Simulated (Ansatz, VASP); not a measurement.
Si in VASP and in Ansatz

Contents of INCAR:

```
PREC = Accurate
ENCUT = 520
EDIFF = 1E-6
ISMEAR = 0
SIGMA = 0.01
LREAL = False
LASPH = True
NELM = 60
ALGO = Normal
ISIF = 2
LWAVE = False
LCHARG = False
GGA = PE
IBRION = 2
NSW = 80
EDIFFG = -0.002
```

KPOINTS

```
Automatic mesh
0
Gamma
  10 10 10
```

The input POSCAR:

```
Si
1.0
    0.0000000000      2.7135600000      2.7135600000
    2.7135600000      0.0000000000      2.7135600000
    2.7135600000      2.7135600000      0.0000000000
Si
2
Direct
    0.7500000000      0.7500000000      0.7500000000
    0.5000000000      0.5000000000      0.5000000000
```

Input for Ansatz:

```yaml
crystal:
  lattice:
    - [0.0, 2.71356, 2.71356]
    - [2.71356, 0.0, 2.71356]
    - [2.71356, 2.71356, 0.0]
  atoms:
    - { symbol: Si, position: [0.75, 0.75, 0.75] }
    - { symbol: Si, position: [0.5, 0.5, 0.5] }
scf:
  occupations: { method: fixed }
output:
  forces: true
  stress: true
  eigenvalues: true
kpoints:
  mp_grid: { grid: [10, 10, 10] }
hamiltonian:
  xc: pbe
relax:
  f_tol: 0.002
  max_steps: 60
```

Alike in both runs: task relaxation of the atoms; functional PBE; k mesh 10 × 10 × 10; no spin polarisation.

```csv
,VASP,Ansatz
version,VASP 6.6.1,Ansatz 0.2.0
potentials or method,"VASP PAW PBE potentials, release 64 (Si)","scalar-relativistic, plane waves, PAW"
plane-wave cutoff (eV),520,420
occupations,"gaussian, width 0.01 eV",fixed
valence electrons in the cell,8,8
```

|  | VASP | Ansatz | Ansatz less VASP |
| --- | --- | --- | --- |
| gap on the k mesh at the Fermi level, each at its own relaxed structure (eV) | 0.58 | 0.58 | -0.002 |

Ansatz's warnings: stress scf threshold loose.

Noted on VASP's run: the relaxation stopped at its first step, so nothing moved.
